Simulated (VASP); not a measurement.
# Sc3Te (Fm-3m) in VASP: a series of runs, part 2 of 2

VASP 6.6.1.

## 5. Single point, PBE, collinear spin, ferromagnetic start

INCAR

```
ALGO = Normal
EDIFF = 1E-6
ENCUT = 520
GGA = PE
ISIF = 2
ISMEAR = 0
ISPIN = 2
LASPH = T
LCHARG = F
LMAXMIX = 4
LORBIT = 11
LREAL = F
LWAVE = F
MAGMOM = 1 1 1 0
NBANDS = 32
NELM = 150
PREC = Accurate
SIGMA = 0.1
```

KPOINTS

```
k-points
0
Gamma
  4 4 4
```

POSCAR

```
Sc3Te
1.0
    0.0000000000      3.5682048700      3.5682048700
    3.5682048700      0.0000000000      3.5682048700
    3.5682048700      3.5682048700      0.0000000000
Sc Te
3 1
Direct
    0.2500000000      0.2500000000      0.2500000000
    0.7500000000      0.7500000000      0.7500000000
    0.5000000000      0.5000000000      0.5000000000
    0.0000000000      0.0000000000      0.0000000000
```

Potentials or basis: VASP PAW PBE potentials, release 64 (Sc_sv, Te).

Started as:

```
> cat potpaw_PBE.64/Sc_sv/POTCAR potpaw_PBE.64/Te/POTCAR > POTCAR
> mpirun -np 1 vasp_std > vasp.out
```

OUTCAR:

```text
EDIFF = 1E-6
   ENCUT = 520
   GGA = PE
   ISIF = 2
   ISMEAR = 0
   ISPIN = 2
   LASPH = T
   LORBIT = 11
   LREAL = F
   NELM = 150
   PREC = Accurate

 ion  position               nearest neighbor table
   1  0.250  0.250  0.250-   4 3.09   4 3.09   4 3.09   3 3.09   4 3.09   3 3.09   3 3.09   3 3.09

   2  0.750  0.750  0.750-   3 3.09   3 3.09   3 3.09   3 3.09   4 3.09   4 3.09   4 3.09   4 3.09

   3  0.500  0.500  0.500-   1 3.09   1 3.09   1 3.09   1 3.09   2 3.09   2 3.09   2 3.09   2 3.09

   4  0.000  0.000  0.000-   2 3.09   2 3.09   2 3.09   1 3.09   2 3.09   1 3.09   1 3.09   1 3.09

  LATTYP: Found a face centered cubic cell.
 ALAT       =     7.1364097400

  Lattice vectors:

 A1 = (   0.0000000000,   3.5682048700,   3.5682048700)
 A2 = (   3.5682048700,   0.0000000000,   3.5682048700)
 A3 = (   3.5682048700,   3.5682048700,   0.0000000000)

Analysis of symmetry for initial positions (statically):
=====================================================================
 Subroutine PRICEL returns:
 Original cell was already a primitive cell.

 Routine SETGRP: Setting up the symmetry group for a
 face centered cubic supercell.

 Subroutine GETGRP returns: Found 48 space group operations
 (whereof 48 operations were pure point group operations)
 out of a pool of 48 trial point group operations.

The static configuration has the point symmetry O_h .

Analysis of symmetry for dynamics (positions and initial velocities):
=====================================================================
 Subroutine PRICEL returns:
 Original cell was already a primitive cell.

 Routine SETGRP: Setting up the symmetry group for a
 face centered cubic supercell.

 Subroutine GETGRP returns: Found 48 space group operations
 (whereof 48 operations were pure point group operations)
 out of a pool of 48 trial point group operations.

The dynamic configuration has the point symmetry O_h .

Analysis of structural, dynamic, and magnetic symmetry:
=====================================================================
 Subroutine PRICEL returns:
 Original cell was already a primitive cell.

 Routine SETGRP: Setting up the symmetry group for a
 face centered cubic supercell.

 Subroutine GETGRP returns: Found 48 space group operations
 (whereof 48 operations were pure point group operations)
 out of a pool of 48 trial point group operations.

The overall configuration has the point symmetry O_h .

 Subroutine INISYM returns: Found 48 space group operations
 (whereof 48 operations are pure point group operations),
 and found     1 'primitive' translations

----------------------------------------------------------------------------------------

                                     Primitive cell

  volume of cell :      90.8614

  direct lattice vectors                    reciprocal lattice vectors
     0.000000000  3.568204870  3.568204870    -0.140126483  0.140126483  0.140126483
     3.568204870  0.000000000  3.568204870     0.140126483 -0.140126483  0.140126483
     3.568204870  3.568204870  0.000000000     0.140126483  0.140126483 -0.140126483

  length of vectors
     5.046203720  5.046203720  5.046203720     0.242706188  0.242706188  0.242706188

[... 66 lines left out ...]
   NELM   =    150;   NELMIN=  2; NELMDL= -5     # of ELM steps
   EDIFF  = 0.1E-05   stopping-criterion for ELM
   LREAL  =      F    real-space projection
   EDIFFG = 0.1E-04   stopping-criterion for IOM
   NSW    =      0    number of steps for IOM
   IBRION =     -1    ionic relax: 0-MD 1-quasi-New 2-CG
   NFREE  =      0    steps in history (QN), initial steepest desc. (CG)
   ISIF   =      2    stress and relaxation
   ISYM   =      2    0-nonsym 1-usesym 2-fastsym
   POTIM  = 0.5000    time-step for ionic-motion
   TEBEG  =    0.0;   TEEND  =   0.0 temperature during run
   PSTRESS=    0.0 pullay stress
   NELECT =      39.0000    total number of electrons
   NUPDOWN=      -1.0000    fix difference up-down
   EMIN   =  10.00;   EMAX   =-10.00  energy-range for DOS
   EFERMI =   0.00;   METHOD = LEGACY
   ISMEAR =     0;   SIGMA  =   0.10  broadening in eV -4-tet -1-fermi 0-gaus
   EFERMI_NEDOS =   21; number of points for ismear=-14 and -15
   IALGO  =     38    algorithm
   IMIX   =      4    mixing-type and parameters
     AMIX     =   0.40;   BMIX     =  1.00
     AMIX_MAG =   1.60;   BMIX_MAG =  1.00
  volume/ion in A,a.u.               =      22.72       153.29
  Fermi-wavevector in a.u.,A,eV,Ry     =   1.234914  2.333648 20.749044  1.525012
  Thomas-Fermi vector in A             =   2.369584
   LORBIT       =     11    0 simple, 1 ext, 2 COOP (PROOUT), +10 PAW based schemes
   GGA     = PE    functional components
   LHFCALC =     F    Hartree Fock is set to
   AEXX    =    0.0000 exact exchange contribution
   IVDW    =     0    specifies the selected vdW correction
   LEPSILON=     F    determine dielectric tensor
   LRPA    =     F    only Hartree local field effects (RPA)
 spin polarized calculation
 Gauss-broadening in eV      SIGMA  =   0.10
  energy-cutoff  :      520.00
  volume of cell :       90.86
 maximum number of plane-waves:      2468
 NGX is ok and might be reduce to    40
   NGX = 19   NGY = 19   NGZ = 19

 number of electron      39.0000007 magnetization       0.6603053

 Free energy of the ion-electron system (eV)
  ---------------------------------------------------
  ext. energy  EPLUGINS =         0.00000000
  ---------------------------------------------------
  free energy    TOTEN  =       -22.59963895 eV

  energy without entropy =      -22.57373754  energy(sigma->0) =      -22.58668824

 E-fermi :   6.4218     XC(G=0): -10.4094

 val. band max:        6.3642693015   @ k =  -0.2500   0.2500   0.0000
 cond. band min:       6.4330851215   @ k =   0.2500   0.2500   0.0000
 fundamental gap:      0.0688158200
 Fermi energy:         6.4218461248

 spin component 1

 k-point     1 :       0.0000    0.0000    0.0000
  band No.  band energies     occupation
      1     -43.1271      1.00000
      2     -43.0158      1.00000
      3     -43.0022      1.00000
      4     -21.8688      1.00000
      5     -21.8688      1.00000
      6     -21.8688      1.00000
[... 261 lines left out ...]
     30       9.6104      0.00000
     31       9.9895      0.00000
 Fermi energy:         6.4218461248

 spin component 2

 k-point     1 :       0.0000    0.0000    0.0000
  band No.  band energies     occupation
      1     -43.0131      1.00000
      2     -42.9722      1.00000
      3     -42.8431      1.00000
      4     -21.7187      1.00000
      5     -21.7187      1.00000
      6     -21.7187      1.00000
[... 261 lines left out ...]
     30       9.6644      0.00000
     31      10.1501      0.00000
 [bands above 31 left out]

------------------------ aborting loop because EDIFF is reached ----------------------------------------

  FORCE on cell =-STRESS in cart. coord.  units (eV):
  Direction    XX          YY          ZZ          XY          YZ          ZX
  --------------------------------------------------------------------------------------
  -------------------------------------------------------------------------------------
  Total        0.0376519      0.0376519      0.0376519     -0.0000000     -0.0000000     -0.0000000
  in kB        0.6639231      0.6639231      0.6639231     -0.0000000     -0.0000000     -0.0000000
  external PRESSURE =       0.6639231 kB  Pullay stress =       0.0000000 kB

 VOLUME and BASIS-vectors are now :
 -----------------------------------------------------------------------------
  energy-cutoff  :      520.00
  volume of cell :       90.86
      direct lattice vectors                 reciprocal lattice vectors
     0.000000000  3.568204870  3.568204870    -0.140126483  0.140126483  0.140126483
     3.568204870  0.000000000  3.568204870     0.140126483 -0.140126483  0.140126483
     3.568204870  3.568204870  0.000000000     0.140126483  0.140126483 -0.140126483

 POSITION                                       TOTAL-FORCE (eV/Angst)
 -----------------------------------------------------------------------------------
      1.78410      1.78410      1.78410         0.000000      0.000000      0.000000
      5.35231      5.35231      5.35231        -0.000000     -0.000000     -0.000000
      3.56820      3.56820      3.56820         0.000000     -0.000000     -0.000000
      0.00000      0.00000      0.00000         0.000000     -0.000000     -0.000000
 -----------------------------------------------------------------------------------
    total drift:                               -0.000000     -0.000000      0.000000

  FREE ENERGIE OF THE ION-ELECTRON SYSTEM (eV)
  ---------------------------------------------------
  free  energy   TOTEN  =       -22.5996389487 eV

  energy  without entropy=      -22.5737375353  energy(sigma->0) =      -22.58668824

 total charge

# of ion       s       p       d       tot
------------------------------------------
    1        2.211   6.100   1.166   9.477
    2        2.211   6.100   1.166   9.477
    3        2.293   6.062   1.166   9.521
    4        1.346   1.900   0.099   3.345
--------------------------------------------------
tot          8.062  20.162   3.597  31.820

 magnetization (x)

# of ion       s       p       d       tot
------------------------------------------
    1        0.004   0.017   0.044   0.064
    2        0.004   0.017   0.044   0.064
    3        0.008   0.006   0.283   0.297
    4        0.006  -0.007   0.002   0.001
--------------------------------------------------
tot          0.022   0.032   0.373   0.427
```

OSZICAR:

```text
N       E                     dE             d eps       ncg     rms          rms(c)
DAV:   1     0.637746933075E+03    0.63775E+03   -0.16972E+04  1040   0.124E+03
DAV:   2     0.163749370718E+02   -0.62137E+03   -0.60884E+03  1144   0.522E+02
DAV:   3    -0.222204884094E+02   -0.38595E+02   -0.37021E+02  1632   0.166E+02
DAV:   4    -0.236547029138E+02   -0.14342E+01   -0.14108E+01  1696   0.300E+01
DAV:   5    -0.236825646540E+02   -0.27862E-01   -0.27845E-01  1600   0.568E+00    0.144E+01
DAV:   6    -0.226320832751E+02    0.10505E+01   -0.48609E+00  1536   0.163E+01    0.527E+00
DAV:   7    -0.226073876083E+02    0.24696E-01   -0.49310E-01  1608   0.603E+00    0.247E+00
DAV:   8    -0.226036222953E+02    0.37653E-02   -0.10440E-01  1536   0.299E+00    0.105E+00
DAV:   9    -0.225999116063E+02    0.37107E-02   -0.35849E-02  1616   0.200E+00    0.475E-01
DAV:  10    -0.225989992590E+02    0.91235E-03   -0.10974E-02  1584   0.113E+00    0.314E-01
DAV:  11    -0.225993115399E+02   -0.31228E-03   -0.11397E-03  1536   0.309E-01    0.185E-01
DAV:  12    -0.225995631739E+02   -0.25163E-03   -0.77453E-04  1520   0.177E-01    0.535E-02
DAV:  13    -0.225996198939E+02   -0.56720E-04   -0.12078E-04  1512   0.770E-02    0.308E-02
DAV:  14    -0.225996313592E+02   -0.11465E-04   -0.48196E-05  1408   0.418E-02    0.178E-02
DAV:  15    -0.225996369052E+02   -0.55460E-05   -0.15003E-05  1472   0.198E-02    0.704E-03
DAV:  16    -0.225996382674E+02   -0.13622E-05   -0.30404E-06  1056   0.939E-03    0.410E-03
DAV:  17    -0.225996389487E+02   -0.68133E-06   -0.21787E-06  1008   0.821E-03
   1 F= -.22599639E+02 E0= -.22586688E+02  d E =-.259014E-01  mag=     0.6588
```

It took 53 s on 1 thread of Intel Xeon 6975P-C (Granite Rapids), shared host; peak memory 0.29 GiB.

Results:

- Free energy: -22.5996 eV
- Pressure: 0.1 GPa
- Net moment: 0.66 μB per cell
- Site moments: Sc +0.06, +0.30; Te +0.00 μB
- Valence electrons inside the program's atomic spheres: Sc 9.48, 9.52; Te 3.35

Caveat: the k points lie up to 0.38 Å⁻¹ apart; spin-orbit coupling is left out, which moves the levels of the heavy elements.

## 6. The runs side by side

```tsv
task	spin	cell	cutoff (eV)	gap on the mesh (eV)	pressure (GPa)
single point	off	as given	520	none	-0.1
relaxation of cell and atoms	off	relaxed	600	none	0.0
single point	collinear, ferromagnetic start	as given	520	none	0.1
```

Alike in all rows: level PBE; potentials or basis VASP PAW PBE potentials, release 64 (Sc_sv, Te); k mesh 4 × 4 × 4; smearing gaussian 0.1 eV.

Caveats: all runs use coarse meshes; spin-orbit coupling is left out, which moves the levels of the heavy elements; the relaxation stopped at its first step, so nothing moved (some runs).

Absolute energies hang on the potentials; compare differences alone.
